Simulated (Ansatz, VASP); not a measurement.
Two plane-wave programs on GaN

```
CELL_PARAMETERS angstrom
0.00000 2.19073 2.19073
2.19073 0.00000 2.19073
2.19073 2.19073 0.00000
ATOMIC_POSITIONS crystal
Ga 0.00000 0.00000 0.00000
N 0.50000 0.50000 0.50000
```

Alike in both runs: task single point; functional LDA; k mesh 8 × 8 × 8; occupations fermi-dirac, width 0.05 eV; no spin polarisation.

|  | VASP | Ansatz |
| --- | --- | --- |
| version | VASP 6.6.1 | Ansatz 0.2.0 |
| potentials or method | VASP PAW LDA potentials, release 64 (Ga_d, N), cutoff 600 eV | plane waves, PAW |
| valence electrons in the cell | 18 | 18 |

```csv
,VASP,Ansatz,Ansatz less VASP
pressure (GPa),-24.2,-24.9,-0.71
```

LDA's correlation is that of Perdew and Zunger in VASP and of Perdew and Wang (1992) in Ansatz.
